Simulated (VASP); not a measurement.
A run of VASP 6.6.1 is set up as follows.

The input POSCAR:

```
KBr3
1.0
    4.9162624220      0.0000000000      0.0000000000
    0.0000000000      4.9162624220      0.0000000000
    0.0000000000      0.0000000000      4.9162624220
K Br
1 3
Direct
    0.0000000000      0.0000000000      0.0000000000
    0.0000000000      0.5000000000      0.5000000000
    0.5000000000      0.0000000000      0.5000000000
    0.5000000000      0.5000000000      0.0000000000
```

The input INCAR.step1:

```
SYSTEM = KBr3
ALGO = Normal
EDIFF = 1E-4
ENCUT = 520
GGA = PE
ISMEAR = 0
LASPH = .True.
LCHARG = .False.
LREAL = .False.
LWAVE = .True.
NBANDS = 23
NELM = 100
PREC = Accurate
SIGMA = 0.1
```

The input INCAR.step2:

```
SYSTEM = KBr3
ALGO = Normal
EDIFF = 1E-6
ENCUT = 520
ISIF = 2
ISMEAR = 0
ISTART = 1
LASPH = .True.
LCHARG = .False.
LMIXTAU = .True.
LREAL = .False.
LWAVE = .False.
METAGGA = R2SCAN
NBANDS = 23
NELM = 100
PREC = Accurate
SIGMA = 0.1
```

Contents of KPOINTS:

```
k-points
0
Gamma
  10 10 10
  0 0 0
```

Potentials or basis: VASP PAW PBE potentials, release 64 (K_sv, Br).

Run with:

```bash
$ cat potpaw_PBE.64/K_sv/POTCAR potpaw_PBE.64/Br/POTCAR > POTCAR
$ cp INCAR.step1 INCAR
$ mpirun -np 1 vasp_std > vasp.out
$ cp INCAR.step2 INCAR
$ mpirun -np 1 vasp_std > vasp.out
```

Predict the pressure.

0.0 GPa.

What does it give for the band gap on the k mesh?

Zero (bands 15 and 16 overlap by 0.40 eV).

Caveat: the PAW data sets were made with another functional, which shifts forces and pressure a little.
